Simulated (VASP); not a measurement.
# Ga in VASP: a series of runs

Ga is run at these levels: PBE; tasks: electric field gradients.

All numbers are computed with VASP 6.6.1; they aren't measurements. Logs are shortened: lines on timing, memory, paths and dates and some standing lists are left out, and cuts for length are marked.

### Step 1. The cell of the first run

It takes space group Cmcm (No. 63, orthorhombic). The conventional cell has a = 2.900 Å, b = 8.130 Å, c = 3.170 Å, α = 90.00°, β = 90.00°, γ = 90.00°. Within 3.5 Å of Ga (site symmetry m2m) lie 10 Ga at 2.68 to 3.17 Å.

### Step 2. Electric field gradients, PBE

Input file INCAR:

```
PREC = Accurate ; ENCUT = 520
EDIFF = 1E-8 ; ISMEAR = -1
SIGMA = 0.08 ; LREAL = False
LASPH = True ; NELM = 80
ALGO = Normal ; ISIF = 2
LWAVE = False ; LCHARG = False
GGA = PE ; LEFG = True
NBANDS = 20
```

Input file KPOINTS:

```
Automatic mesh
0
Gamma
  12 12 10
```

Input file POSCAR:

```
Ga
1.0
    1.4500000000     -4.0650000000      0.0000000000
    1.4500000000      4.0650000000      0.0000000000
    0.0000000000      0.0000000000      3.1700000000
Ga
2
Direct
    0.8670000000      0.1330000000      0.2500000000
    0.1330000000      0.8670000000      0.7500000000
```

Potentials or basis: VASP PAW PBE potentials, release 64 (Ga_d).

Started as:

```
> cat potpaw_PBE.64/Ga_d/POTCAR > POTCAR
> mpirun -np 1 vasp_std > vasp.out
```

OUTCAR:

```text
PREC = Accurate
   ENCUT = 520
   EDIFF = 1E-8
   ISMEAR = -1
   LREAL = False
   LASPH = True
   NELM = 80
   ISIF = 2
   GGA = PE

 ion  position               nearest neighbor table
   1  0.867  0.133  0.250-   2 2.68   2 2.68   2 2.87   2 2.87   2 2.87   2 2.87
   2  0.133  0.867  0.750-   1 2.68   1 2.68   1 2.87   1 2.87   1 2.87   1 2.87

  LATTYP: Found a base centered orthorhombic cell.
 ALAT       =     2.9000000000
 B/A-ratio  =     2.8034482759
 C/A-ratio  =     1.0931034483

  Lattice vectors:

 A1 = (   1.4500000000,  -4.0650000000,   0.0000000000)
 A2 = (   1.4500000000,   4.0650000000,   0.0000000000)
 A3 = (   0.0000000000,   0.0000000000,   3.1700000000)

Analysis of symmetry for initial positions (statically):
=====================================================================
 Subroutine PRICEL returns:
 Original cell was already a primitive cell.

 Routine SETGRP: Setting up the symmetry group for a
 base centered orthorhombic supercell.

 Subroutine GETGRP returns: Found  8 space group operations
 (whereof  4 operations were pure point group operations)
 out of a pool of  8 trial point group operations.

The static configuration has the point symmetry C_2h.
 The point group associated with its full space group is D_2h.

Analysis of symmetry for dynamics (positions and initial velocities):
=====================================================================
 Subroutine PRICEL returns:
 Original cell was already a primitive cell.

 Routine SETGRP: Setting up the symmetry group for a
 base centered orthorhombic supercell.

 Subroutine GETGRP returns: Found  8 space group operations
 (whereof  4 operations were pure point group operations)
 out of a pool of  8 trial point group operations.

The dynamic configuration has the point symmetry C_2h.
 The point group associated with its full space group is D_2h.

 Subroutine INISYM returns: Found  8 space group operations
 (whereof  4 operations are pure point group operations),
 and found     1 'primitive' translations

----------------------------------------------------------------------------------------

                                     Primitive cell

  volume of cell :      37.3695

  direct lattice vectors                    reciprocal lattice vectors
     1.450000000 -4.065000000  0.000000000     0.344827586 -0.123001230  0.000000000
     1.450000000  4.065000000  0.000000000     0.344827586  0.123001230  0.000000000
     0.000000000  0.000000000  3.170000000     0.000000000  0.000000000  0.315457413

  length of vectors
     4.315868974  4.315868974  3.170000000     0.366108409  0.366108409  0.315457413

  position of ions in fractional coordinates (direct lattice)
     0.867000000  0.133000000  0.250000000
     0.133000000  0.867000000  0.750000000

  ion indices of the primitive-cell ions
   primitive index   ion index
                 1           1
                 2           2

----------------------------------------------------------------------------------------

 KPOINTS: Automatic mesh

Automatic generation of k-mesh.
 Grid dimensions read from file:
 generate k-points for:   12   12   10

 Generating k-lattice:

  Cartesian coordinates                     Fractional coordinates (reciprocal lattice)
     0.028735632 -0.010250103  0.000000000     0.083333333  0.000000000  0.000000000
     0.028735632  0.010250103  0.000000000     0.000000000  0.083333333  0.000000000
     0.000000000  0.000000000  0.031545741     0.000000000  0.000000000  0.100000000

  Length of vectors
     0.030509034  0.030509034  0.031545741

  Shift w.r.t. Gamma in fractional coordinates (k-lattice)
     0.000000000  0.000000000  0.000000000

 Subroutine IBZKPT returns following result:
 ===========================================

 Found    258 irreducible k-points:

 Following reciprocal coordinates:
            Coordinates               Weight
  0.000000  0.000000  0.000000      1.000000
  0.083333  0.000000  0.000000      4.000000
  0.166667  0.000000  0.000000      4.000000
  0.250000  0.000000  0.000000      4.000000
  0.333333  0.000000  0.000000      4.000000
  0.416667  0.000000  0.000000      4.000000
[... 16 lines left out ...]
  0.500000  0.166667  0.000000      4.000000
 -0.416667  0.166667  0.000000      4.000000
 [... further k-points ...]
   k-points           NKPTS =    258   k-points in BZ     NKDIM =    258   number of bands    NBANDS=     20
   number of dos      NEDOS =    301   number of ions     NIONS =      2
   total plane-waves  NPLWV =  24576
   dimension x,y,z NGX =    32 NGY =   32 NGZ =   24
   dimension x,y,z NGXF=    64 NGYF=   64 NGZF=   48
   ions per type =               2
   NGX,Y,Z   is equivalent  to a cutoff of  12.33, 12.33, 12.59 a.u.
   NGXF,Y,Z  is equivalent  to a cutoff of  24.65, 24.65, 25.17 a.u.
 SYSTEM =  unknown system
   PREC   = accura    normal or accurate (medium, high low for compatibility)
   ISTART =      0    job   : 0-new  1-cont  2-samecut
   ICHARG =      2    charge: 1-file 2-atom 10-const
   ISPIN  =      1    spin polarized calculation?
   LNONCOLLINEAR =      F non collinear calculations
   LSORBIT =      F    spin-orbit coupling
   LASPH  =      T    aspherical Exc in radial PAW
   ENCUT  =  520.0 eV  38.22 Ry    6.18 a.u.   8.02  8.02  5.89*2*pi/ulx,y,z
   NELM   =     80;   NELMIN=  2; NELMDL= -5     # of ELM steps
   EDIFF  = 0.1E-07   stopping-criterion for ELM
   LREAL  =      F    real-space projection
   EDIFFG = 0.1E-06   stopping-criterion for IOM
   NSW    =      0    number of steps for IOM
   IBRION =     -1    ionic relax: 0-MD 1-quasi-New 2-CG
   NFREE  =      0    steps in history (QN), initial steepest desc. (CG)
   ISIF   =      2    stress and relaxation
   ISYM   =      2    0-nonsym 1-usesym 2-fastsym
   POTIM  = 0.5000    time-step for ionic-motion
   TEBEG  =    0.0;   TEEND  =   0.0 temperature during run
   PSTRESS=    0.0 pullay stress
   NELECT =      26.0000    total number of electrons
   NUPDOWN=      -1.0000    fix difference up-down
   EMIN   =  10.00;   EMAX   =-10.00  energy-range for DOS
   EFERMI =   0.00;   METHOD = LEGACY
   ISMEAR =    -1;   SIGMA  =   0.08  broadening in eV -4-tet -1-fermi 0-gaus
   EFERMI_NEDOS =   21; number of points for ismear=-14 and -15
   IALGO  =     38    algorithm
   IMIX   =      4    mixing-type and parameters
     AMIX     =   0.40;   BMIX     =  1.00
     AMIX_MAG =   1.60;   BMIX_MAG =  1.00
  volume/ion in A,a.u.               =      18.68       126.09
  Fermi-wavevector in a.u.,A,eV,Ry     =   1.450641  2.741314 28.631555  2.104360
  Thomas-Fermi vector in A             =   2.568230
   LORBIT       =      0    0 simple, 1 ext, 2 COOP (PROOUT), +10 PAW based schemes
   GGA     = PE    functional components
   LHFCALC =     F    Hartree Fock is set to
   AEXX    =    0.0000 exact exchange contribution
   IVDW    =     0    specifies the selected vdW correction
   LEPSILON=     F    determine dielectric tensor
   LRPA    =     F    only Hartree local field effects (RPA)
 non-spin polarized calculation
  energy-cutoff  :      520.00
  volume of cell :       37.37
 maximum number of plane-waves:      1028
   NGX = 17   NGY = 17   NGZ = 11

 number of electron      26.0000003 magnetization

 Free energy of the ion-electron system (eV)
  ---------------------------------------------------
  ext. energy  EPLUGINS =         0.00000000
  ---------------------------------------------------
  free energy    TOTEN  =        -5.75964751 eV

  energy without entropy =       -5.74266646  energy(sigma->0) =       -5.75115698

 E-fermi :   5.6760     XC(G=0): -11.0190

 val. band max:        5.6577298681   @ k =   0.3333   0.0833   0.5000
 cond. band min:       5.6880464482   @ k =   0.1667   0.0000   0.1000
 fundamental gap:      0.0303165801
 Fermi energy:         5.6760098807

 k-point     1 :       0.0000    0.0000    0.0000
  band No.  band energies     occupation
      1      -9.5462      2.00000
      2      -9.5212      2.00000
      3      -9.4524      2.00000
      4      -9.4375      2.00000
      5      -9.2474      2.00000
      6      -9.2327      2.00000
[... 12 lines left out ...]
     19      16.9184      0.00000
     20      17.3915      0.00000

 k-point     2 :       0.0833    0.0000    0.0000
  band No.  band energies     occupation
      1      -9.5391      2.00000
      2      -9.5168      2.00000
      3      -9.4490      2.00000
      4      -9.4112      2.00000
      5      -9.2554      2.00000
      6      -9.2413      2.00000
[... 498 lines left out ...]
 k-point    24 :      -0.4167    0.1667    0.0000
  band No.  band energies     occupation
      1      -9.4676      2.00000
      2      -9.4421      2.00000
      3      -9.4277      2.00000
      4      -9.3612      2.00000
      5      -9.3227      2.00000
      6      -9.2658      2.00000
[... 12 lines left out ...]
     19      16.3634      0.00000
     20      18.3129      0.00000

 [... further k-points ...]
[... 5 lines left out ...]
  --------------------------------------------------------------------------------------
  -------------------------------------------------------------------------------------
  Total       -0.1484109      0.7076500      0.6619542      0.0000000      0.0000000      0.0000000
  in kB       -6.3629511     30.3396998     28.3805424      0.0000000      0.0000000      0.0000000
  external PRESSURE =      17.4524304 kB  Pullay stress =       0.0000000 kB

 VOLUME and BASIS-vectors are now :
 -----------------------------------------------------------------------------
  energy-cutoff  :      520.00
  volume of cell :       37.37
      direct lattice vectors                 reciprocal lattice vectors
     1.450000000 -4.065000000  0.000000000     0.344827586 -0.123001230  0.000000000
     1.450000000  4.065000000  0.000000000     0.344827586  0.123001230  0.000000000
     0.000000000  0.000000000  3.170000000     0.000000000  0.000000000  0.315457413

 POSITION                                       TOTAL-FORCE (eV/Angst)
 -----------------------------------------------------------------------------------
      1.45000     -2.98371      0.79250         0.000000      0.196407     -0.000000
      1.45000      2.98371      2.37750         0.000000     -0.196407      0.000000
 -----------------------------------------------------------------------------------
    total drift:                                0.000000      0.000000     -0.000000

  FREE ENERGIE OF THE ION-ELECTRON SYSTEM (eV)
  ---------------------------------------------------
  free  energy   TOTEN  =        -5.7596475053 eV

  energy  without entropy=       -5.7426664644  energy(sigma->0) =       -5.75115698

 Electric field gradients (V/A^2)
---------------------------------------------------------------------
 ion       V_xx      V_yy      V_zz      V_xy      V_xz      V_yz
---------------------------------------------------------------------
   1      10.136   -26.726    16.590    -0.000     0.000    -0.000
   2      10.136   -26.726    16.590     0.000     0.000     0.000
---------------------------------------------------------------------

 Electric field gradients after diagonalization (V/A^2)
 (convention: |V_zz| > |V_xx| > |V_yy|)
----------------------------------------------------------------------
 ion       V_xx      V_yy      V_zz     asymmetry (V_yy - V_xx)/ V_zz
----------------------------------------------------------------------
   1      16.590    10.136   -26.726       0.241
   2      16.590    10.136   -26.726       0.241
----------------------------------------------------------------------

           NMR quadrupolar parameters

 Cq : quadrupolar parameter    Cq=e*Q*V_zz/h
 eta: asymmetry parameters     (V_yy - V_xx)/ V_zz
 Q  : nuclear electric quadrupole moment in mb (millibarn)
----------------------------------------------------------------------
 ion       Cq(MHz)       eta       Q (mb)
----------------------------------------------------------------------
   1      -0.065       0.241       1.000
   2      -0.065       0.241       1.000
----------------------------------------------------------------------
```

It took 3.1 min on 1 thread of Intel Xeon Platinum 8375C at 2.90GHz (Ice Lake), shared host; peak memory 0.28 GiB.

Results:

```
Free energy                             : -5.7596 eV
Pressure                                : 1.7 GPa
Largest force                           : 0.196 eV/Å
Band gap on the k mesh                  : zero (bands 13 and 14 overlap by 9.37 eV)
Largest electric field gradient by atom : Ga -26.7 V/Å²
```

Forces in eV/Å, atoms in the order of the input:
```
Ga   0.000  0.196  0.000
Ga   0.000 -0.196  0.000
```

Stress tensor (GPa, compression positive):
```
-0.64  0.00  0.00
 0.00  3.03  0.00
 0.00  0.00  2.84
```

Electric field gradients, principal values (V/Å²):
```
atom   least  middle  greatest (by size)
1 Ga  10.136  16.590             -26.726
2 Ga  10.136  16.590             -26.726
```

Caveat: without QUAD_EFG the Cq values of the log hold for a quadrupole moment of 1 mb, not for the nuclei.

(Continued in part 2 of 3.)

The gap in the log of VASP goes by the Fermi energy; the results here count the filled bands.